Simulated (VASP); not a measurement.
# C (P-1) in VASP: notebook

Runs on C. Level: PBE. Tasks: single point.

Everything below comes from runs of VASP 6.6.1. Logs are shortened: lines on timing, memory, paths and dates and some standing lists are left out, and cuts for length are marked.

## (1) The cell of the first run

The typed cell holds 12 atoms: a = 2.525 Å, b = 2.525 Å, c = 12.422 Å, α = 85.14°, β = 86.11°, γ = 60.00°.

## (2) Single point, PBE

The input, INCAR:

```
SYSTEM = C
PREC = Accurate
ENCUT = 520
EDIFF = 1E-6
ISMEAR = 0
SIGMA = 0.05
LREAL = .False.
LASPH = .True.
NELM = 100
ALGO = Normal
ISIF = 2
LWAVE = .False.
LCHARG = .False.
GGA = PE
NBANDS = 36
```

The input, KPOINTS:

```
Automatic mesh
0
Gamma
  10 10 2
  0 0 0
```

The input, POSCAR:

```
C
1.0
    1.7857375322     -1.7857375322      0.0000000000
    1.7857375322      0.0000000000     -1.7857375322
    8.0358188949      6.8453272068      6.5477042847
C
12
Direct
    0.6215222222      0.5763777778      0.2708666667
   -0.0173666667     -0.0347333333      0.1042000000
    0.2604111111      0.1874888889      0.4375333333
    0.5381888889      0.4097111111      0.7708666667
    0.8993000000      0.7986000000      0.6042000000
    0.1770777778      0.0208222222      0.9375333333
    0.6006888889      0.5347111111      0.3958666667
    0.9618000000      0.9236000000      0.2292000000
    0.2395777778      0.1458222222      0.5625333333
    0.5173555556      0.3680444444      0.8958666667
   -0.1215333333     -0.2430666667      0.7292000000
    0.3229111111      0.3124888889      0.0625333333
```

Potentials or basis: VASP PAW PBE potentials, release 64 (C).

Run with:

```bash
> cat potpaw_PBE.64/C/POTCAR > POTCAR
> mpirun -np 1 vasp_std > vasp.out
```

OUTCAR:

```text
SYSTEM = C
   PREC = Accurate
   ENCUT = 520
   EDIFF = 1E-6
   ISMEAR = 0
   LREAL = .False.
   LASPH = .True.
   NELM = 100
   ISIF = 2
   GGA = PE

 ion  position               nearest neighbor table
   1  0.622  0.576  0.271-   7 1.55   8 1.55   8 1.55   8 1.55
   2  0.983  0.965  0.104-   8 1.55  12 1.55  12 1.55  12 1.55
   3  0.260  0.187  0.438-   7 1.55   7 1.55   7 1.55   9 1.55
   4  0.538  0.410  0.771-  10 1.55  11 1.55  11 1.55  11 1.55
   5  0.899  0.799  0.604-  11 1.55   9 1.55   9 1.55   9 1.55
   6  0.177  0.021  0.938-  10 1.55  10 1.55  10 1.55  12 1.91
   7  0.601  0.535  0.396-   3 1.55   3 1.55   3 1.55   1 1.55
   8  0.962  0.924  0.229-   2 1.55   1 1.55   1 1.55   1 1.55
   9  0.240  0.146  0.563-   3 1.55   5 1.55   5 1.55   5 1.55
  10  0.517  0.368  0.896-   6 1.55   6 1.55   6 1.55   4 1.55
  11  0.878  0.757  0.729-   5 1.55   4 1.55   4 1.55   4 1.55
  12  0.323  0.312  0.063-   2 1.55   2 1.55   2 1.55   6 1.91

  LATTYP: Found a triclinic cell.
 ALAT       =     2.5254142369
 B/A-ratio  =     1.0000000000
 C/A-ratio  =     5.0027770066
 COS(alpha) =     0.0166574151
 COS(beta)  =     0.1832315663
 COS(gamma) =     0.5000000000

  Lattice vectors:

 A1 = (   0.0000000000,   1.7857375322,  -1.7857375322)
 A2 = (   1.7857375322,   0.0000000000,  -1.7857375322)
 A3 = (  -8.0358188949,  -5.0595896746,  -8.3334418169)

Analysis of symmetry for initial positions (statically):
=====================================================================
 Subroutine PRICEL returns:
 Original cell was already a primitive cell.

 Routine SETGRP: Setting up the symmetry group for a
 triclinic supercell.

 Subroutine GETGRP returns: Found  2 space group operations
 (whereof  1 operations were pure point group operations)
 out of a pool of  2 trial point group operations.

The static configuration has the point symmetry C_1 .
 The point group associated with its full space group is S_2 .

Analysis of symmetry for dynamics (positions and initial velocities):
=====================================================================
 Subroutine PRICEL returns:
 Original cell was already a primitive cell.

 Routine SETGRP: Setting up the symmetry group for a
[... 127 lines left out ...]
   EDIFF  = 0.1E-05   stopping-criterion for ELM
   LREAL  =      F    real-space projection
   EDIFFG = 0.1E-04   stopping-criterion for IOM
   NSW    =      0    number of steps for IOM
   IBRION =     -1    ionic relax: 0-MD 1-quasi-New 2-CG
   NFREE  =      0    steps in history (QN), initial steepest desc. (CG)
   ISIF   =      2    stress and relaxation
   ISYM   =      2    0-nonsym 1-usesym 2-fastsym
   POTIM  = 0.5000    time-step for ionic-motion
   TEBEG  =    0.0;   TEEND  =   0.0 temperature during run
   PSTRESS=    0.0 pullay stress
   NELECT =      48.0000    total number of electrons
   NUPDOWN=      -1.0000    fix difference up-down
   EMIN   =  10.00;   EMAX   =-10.00  energy-range for DOS
   EFERMI =   0.00;   METHOD = LEGACY
   ISMEAR =     0;   SIGMA  =   0.05  broadening in eV -4-tet -1-fermi 0-gaus
   EFERMI_NEDOS =   21; number of points for ismear=-14 and -15
   IALGO  =     38    algorithm
   IMIX   =      4    mixing-type and parameters
     AMIX     =   0.40;   BMIX     =  1.00
     AMIX_MAG =   1.60;   BMIX_MAG =  1.00
  volume/ion in A,a.u.               =       5.69        38.43
  Fermi-wavevector in a.u.,A,eV,Ry     =   1.455271  2.750063 28.814604  2.117814
  Thomas-Fermi vector in A             =   2.572325
   LORBIT       =      0    0 simple, 1 ext, 2 COOP (PROOUT), +10 PAW based schemes
   GGA     = PE    functional components
   LHFCALC =     F    Hartree Fock is set to
   AEXX    =    0.0000 exact exchange contribution
   IVDW    =     0    specifies the selected vdW correction
   LEPSILON=     F    determine dielectric tensor
   LRPA    =     F    only Hartree local field effects (RPA)
 non-spin polarized calculation
 Gauss-broadening in eV      SIGMA  =   0.05
  energy-cutoff  :      520.00
  volume of cell :       68.33
 maximum number of plane-waves:      1859
   NGX =  9   NGY =  9   NGZ = 47

 number of electron      47.9999995 magnetization

 Free energy of the ion-electron system (eV)
  ---------------------------------------------------
  ext. energy  EPLUGINS =         0.00000000
  ---------------------------------------------------
  free energy    TOTEN  =      -104.73121965 eV

  energy without entropy =     -104.73078399  energy(sigma->0) =     -104.73100182

 E-fermi :  10.3558     XC(G=0): -13.2644

 val. band max:       10.3124917351   @ k =   0.0000   0.5000   0.5000
 cond. band min:      10.3560935662   @ k =   0.0000   0.1000  -0.0000
 fundamental gap:      0.0436018312
 Fermi energy:        10.3558034354

 k-point     1 :       0.0000    0.0000    0.0000
  band No.  band energies     occupation
      1     -11.7507      2.00000
      2     -11.0006      2.00000
      3     -10.9442      2.00000
      4      -8.7684      2.00000
      5      -8.6833      2.00000
      6      -6.0037      2.00000
[... 925 lines left out ...]
     35      20.4163      0.00000
     36      20.8046      0.00000

 [... further k-points ...]
[... 5 lines left out ...]
  --------------------------------------------------------------------------------------
  -------------------------------------------------------------------------------------
  Total      -10.3589821     10.1061300      6.7103747      1.4284090      8.6665595      1.6897187
  in kB     -242.8809992    236.9525217    157.3342333     33.4910703    203.1997537     39.6178473
  external PRESSURE =      50.4685853 kB  Pullay stress =       0.0000000 kB

 VOLUME and BASIS-vectors are now :
 -----------------------------------------------------------------------------
  energy-cutoff  :      520.00
  volume of cell :       68.33
      direct lattice vectors                 reciprocal lattice vectors
     1.785737532 -1.785737532  0.000000000     0.178886560 -0.381106150  0.178886560
     1.785737532  0.000000000 -1.785737532     0.171108884  0.171108884 -0.388883826
     8.035818895  6.845327207  6.547704285     0.046666059  0.046666059  0.046666059

 POSITION                                       TOTAL-FORCE (eV/Angst)
 -----------------------------------------------------------------------------------
      4.31577      0.74430      0.74430        -0.042581     -0.033484     -0.038357
      4.31577     -1.04144     -1.04144        -0.162470      0.724021      0.160383
      4.31577      2.53003      2.53003        -0.015737     -0.023030     -0.022203
      7.88725      4.31577      4.31577         0.170548     -0.703810     -0.499967
      7.88725      2.53003      2.53003         0.019746     -0.057466     -0.054815
      7.88725      6.10151      6.10151         1.462758     -3.434693     -4.021865
      5.20864      1.63716      1.63716        -0.019746      0.057466      0.054815
      5.20864     -0.14857     -0.14857        -0.170548      0.703810      0.499967
      5.20864      3.42290      3.42290         0.015737      0.023030      0.022203
      8.78011      5.20864      5.20864         0.162470     -0.724021     -0.160383
      8.78011      3.42290      3.42290         0.042581      0.033484      0.038357
      1.63716     -0.14857     -0.14857        -1.462758      3.434693      4.021865
 -----------------------------------------------------------------------------------
    total drift:                                0.000002     -0.000004     -0.000005

  FREE ENERGIE OF THE ION-ELECTRON SYSTEM (eV)
  ---------------------------------------------------
  free  energy   TOTEN  =      -104.7312196510 eV

  energy  without entropy=     -104.7307839946  energy(sigma->0) =     -104.73100182
```

stdout:

```text
POSCAR found type information on POSCAR C
 POSCAR found :  1 types and      12 ions
 scaLAPACK will be used
 LDA part: xc-table for (Slater+PW92), standard interpolation
 POSCAR, INCAR and KPOINTS ok, starting setup
 FFT: planning ... GRIDC
 FFT: planning ... GRID_SOFT
 FFT: planning ... GRID
 WAVECAR not read
 entering main loop
```

Wall time 4.7 min (1 thread of Intel Xeon 6975P-C, shared host); peak memory 0.29 GiB.

What came out:

```
Free energy            : -104.7312 eV
Pressure               : 5.0 GPa
Largest force          : 5.487 eV/Å
Band gap on the k mesh : zero (band 24 reaches 10.40 eV, above the bottom of band 25 at 10.22 eV)
```

Forces on the atoms (eV/Å):
```
C   -0.043 -0.033 -0.038
C   -0.162  0.724  0.160
C   -0.016 -0.023 -0.022
C    0.171 -0.704 -0.500
C    0.020 -0.057 -0.055
C    1.463 -3.435 -4.022
C   -0.020  0.057  0.055
C   -0.171  0.704  0.500
C    0.016  0.023  0.022
C    0.162 -0.724 -0.160
C    0.043  0.033  0.038
C   -1.463  3.435  4.022
```

Stress tensor (GPa, compression positive):
```
-24.29   3.35   3.96
  3.35  23.70  20.32
  3.96  20.32  15.73
```

Caveat: forces of over 1 eV/Å act on the atoms, so gaps and moduli don't describe the material at rest.

## (3) Single point, PBE

The input, INCAR:

```
ALGO = Normal
EDIFF = 1E-6
ENCUT = 520
GGA = PE
ISIF = 2
ISMEAR = 0
LASPH = True
LCHARG = False
LREAL = False
LWAVE = False
NBANDS = 36
NELM = 80
PREC = Accurate
SIGMA = 0.05
```

The input, KPOINTS:

```
k-points
0
Gamma
  10 10 2
```

The input, POSCAR:

```
C
1.0
    1.7857375322     -1.7857375322      0.0000000000
    1.7857375322      0.0000000000     -1.7857375322
    9.2263105830      6.2500813627      5.9524584407
C
12
Direct
    0.5312333333      0.4860888889      0.2708666667
   -0.0521000000     -0.0694666667      0.1042000000
    0.1145666667      0.0416444444      0.4375333333
    0.2812333333      0.1527555556      0.7708666667
    0.6979000000      0.5972000000      0.6042000000
   -0.1354333333     -0.2916888889      0.9375333333
    0.4687333333      0.4027555556      0.3958666667
    0.8854000000      0.8472000000      0.2292000000
    0.0520666667     -0.0416888889      0.5625333333
    0.2187333333      0.0694222222      0.8958666667
   -0.3646000000     -0.4861333333      0.7292000000
    0.3020666667      0.2916444444      0.0625333333
```

Potentials or basis: VASP PAW PBE potentials, release 64 (C).

Run with:

```bash
> cat potpaw_PBE.64/C/POTCAR > POTCAR
> mpirun -np 1 vasp_std > vasp.out
```

OUTCAR:

```text
EDIFF = 1E-6
   ENCUT = 520
   GGA = PE
   ISIF = 2
   ISMEAR = 0
   LASPH = True
   LREAL = False
   NELM = 80
   PREC = Accurate

 ion  position               nearest neighbor table
   1  0.531  0.486  0.271-   7 1.55   8 1.55   8 1.55   8 1.55
   2  0.948  0.931  0.104-   8 1.55  12 1.55  12 1.55  12 1.55
   3  0.115  0.042  0.438-   7 1.55   7 1.55   7 1.55   9 1.55
   4  0.281  0.153  0.771-  10 1.55  11 1.55  11 1.55  11 1.55
   5  0.698  0.597  0.604-  11 1.55   9 1.55   9 1.55   9 1.55
   6  0.865  0.708  0.938-  10 1.55  10 1.55  10 1.55  12 1.91
   7  0.469  0.403  0.396-   3 1.55   3 1.55   3 1.55   1 1.55
   8  0.885  0.847  0.229-   2 1.55   1 1.55   1 1.55   1 1.55
   9  0.052  0.958  0.563-   3 1.55   5 1.55   5 1.55   5 1.55
  10  0.219  0.069  0.896-   6 1.55   6 1.55   6 1.55   4 1.55
  11  0.635  0.514  0.729-   5 1.55   4 1.55   4 1.55   4 1.55
  12  0.302  0.292  0.063-   2 1.55   2 1.55   2 1.55   6 1.91

  LATTYP: Found a triclinic cell.
 ALAT       =     4.3741457684
 B/A-ratio  =     0.5773502692
[... 211 lines left out ...]
 fundamental gap:      0.0112510982
 Fermi energy:         9.8674206869

 k-point     1 :       0.0000    0.0000    0.0000
  band No.  band energies     occupation
      1     -11.7439      2.00000
      2     -10.9963      2.00000
      3     -10.9271      2.00000
      4      -8.7672      2.00000
      5      -8.6661      2.00000
      6      -6.0168      2.00000
[... 925 lines left out ...]
     35      20.4171      0.00000
     36      20.4665      0.00000

 [... further k-points ...]
[... 5 lines left out ...]
  --------------------------------------------------------------------------------------
  -------------------------------------------------------------------------------------
  Total        2.1322318      2.3605224     -2.2401099      4.9812581      3.7255874      0.8421770
  in kB       49.9931922     55.3457881    -52.5225472    116.7926459     87.3516691     19.7460317
  external PRESSURE =      17.6054777 kB  Pullay stress =       0.0000000 kB

 VOLUME and BASIS-vectors are now :
 -----------------------------------------------------------------------------
  energy-cutoff  :      520.00
  volume of cell :       68.33
      direct lattice vectors                 reciprocal lattice vectors
     1.785737532 -1.785737532  0.000000000     0.163331207 -0.396661503  0.163331207
     1.785737532  0.000000000 -1.785737532     0.155553531  0.155553531 -0.404439179
     9.226310583  6.250081363  5.952458441     0.046666059  0.046666059  0.046666059

 POSITION                                       TOTAL-FORCE (eV/Angst)
 -----------------------------------------------------------------------------------
      4.31577      0.74430      0.74430        -0.034158     -0.088804     -0.054410
      4.31577     -1.04144     -1.04144         0.610648     -0.273381      0.069420
      4.31577      2.53003      2.53003        -0.049780     -0.056228     -0.051576
      7.88725      4.31577      4.31577        -0.293576     -0.273959     -0.096475
      7.88725      2.53003      2.53003        -0.061908     -0.071813     -0.053719
     11.45872      4.31577      4.31577        -0.694414     -3.609551     -0.389877
      5.20864      1.63716      1.63716         0.061908      0.071813      0.053719
      5.20864     -0.14857     -0.14857         0.293576      0.273959      0.096475
      6.99438      3.42290      1.63716         0.049780      0.056228      0.051576
      8.78011      5.20864      5.20864        -0.610648      0.273381     -0.069420
      8.78011      3.42290      3.42290         0.034158      0.088804      0.054410
      1.63716     -0.14857     -0.14857         0.694414      3.609551      0.389877
 -----------------------------------------------------------------------------------
    total drift:                               -0.000001     -0.000000      0.000001

  FREE ENERGIE OF THE ION-ELECTRON SYSTEM (eV)
  ---------------------------------------------------
  free  energy   TOTEN  =      -105.6324527853 eV

  energy  without entropy=     -105.6315619673  energy(sigma->0) =     -105.63200738
```

OSZICAR:

```text
N       E                     dE             d eps       ncg     rms          rms(c)
DAV:   1     0.124533790904E+03    0.12453E+03   -0.25480E+04  7496   0.131E+03
DAV:   2    -0.998172050177E+02   -0.22435E+03   -0.21233E+03  9596   0.253E+02
DAV:   3    -0.109043810293E+03   -0.92266E+01   -0.91348E+01  9908   0.465E+01
DAV:   4    -0.109166299520E+03   -0.12249E+00   -0.12214E+00  9880   0.554E+00
DAV:   5    -0.109168657663E+03   -0.23581E-02   -0.23562E-02  9552   0.735E-01    0.132E+01
DAV:   6    -0.106491787908E+03    0.26769E+01   -0.18624E+00  9044   0.677E+00    0.784E+00
DAV:   7    -0.105625459169E+03    0.86633E+00   -0.20984E+00  8600   0.706E+00    0.173E+00
DAV:   8    -0.105632524114E+03   -0.70649E-02   -0.45445E-02 10260   0.147E+00    0.594E-01
DAV:   9    -0.105632442128E+03    0.81987E-04   -0.17919E-02  9160   0.720E-01    0.116E-01
DAV:  10    -0.105632412208E+03    0.29920E-04   -0.79220E-04  9552   0.156E-01    0.671E-02
DAV:  11    -0.105632446954E+03   -0.34746E-04   -0.15481E-04 10172   0.870E-02    0.137E-02
DAV:  12    -0.105632453278E+03   -0.63244E-05   -0.34714E-05  9592   0.321E-02    0.907E-03
DAV:  13    -0.105632452785E+03    0.49297E-06   -0.20069E-06  8088   0.182E-02
   1 F= -.10563245E+03 E0= -.10563201E+03  d E =-.890818E-03
```

Run time: 4 min. Hardware: 1 thread of Intel Xeon 6975P-C, shared host; peak memory 0.29 GiB.

Results:

| Property | Result |
| --- | --- |
| Free energy | -105.6325 eV |
| Pressure | 1.8 GPa |
| Largest force | 3.696 eV/Å |
| Band gap on the k mesh | zero (band 24 reaches 10.22 eV, above the bottom of band 25 at 9.66 eV) |

Forces in eV/Å, atoms in the order of the input:
```
C   -0.034 -0.089 -0.054
C    0.611 -0.273  0.069
C   -0.050 -0.056 -0.052
C   -0.294 -0.274 -0.096
C   -0.062 -0.072 -0.054
C   -0.694 -3.610 -0.390
C    0.062  0.072  0.054
C    0.294  0.274  0.096
C    0.050  0.056  0.052
C   -0.611  0.273 -0.069
C    0.034  0.089  0.054
C    0.694  3.610  0.390
```

Levels at points of the mesh, in eV from the Fermi level:
| k point | band 21 | band 22 | band 23 | band 24 | band 25 | band 26 | band 27 | band 28 |
| --- | --- | --- | --- | --- | --- | --- | --- | --- |
| (0.00, 0.00, 0.00) | -0.72 | -0.53 | -0.33 | 0.35 | 4.80 | 5.66 | 5.70 | 5.74 |
| (0.50, 0.00, 0.00) | -4.10 | -4.00 | -3.09 | -1.25 | 0.22 | 4.58 | 4.98 | 5.11 |
| (0.00, 0.50, 0.00) | -4.11 | -3.86 | -3.21 | -2.83 | 2.62 | 4.61 | 4.94 | 5.30 |
| (0.50, 0.50, 0.00) | -4.14 | -3.76 | -3.09 | -2.99 | 3.31 | 4.61 | 4.98 | 5.63 |
| (0.00, 0.00, 0.50) | -0.69 | -0.54 | -0.49 | -0.33 | 5.20 | 5.32 | 5.53 | 6.17 |
| (0.50, 0.00, 0.50) | -3.52 | -3.48 | -3.36 | -1.18 | 0.16 | 4.61 | 4.69 | 5.49 |
| (0.00, 0.50, 0.50) | -3.85 | -3.71 | -3.36 | -2.62 | 2.58 | 4.67 | 4.69 | 5.39 |
| (0.50, 0.50, 0.50) | -4.47 | -3.48 | -3.37 | -2.64 | 3.27 | 4.67 | 4.84 | 5.23 |

Caveat: forces of over 1 eV/Å act on the atoms, so gaps and moduli don't describe the material at rest.
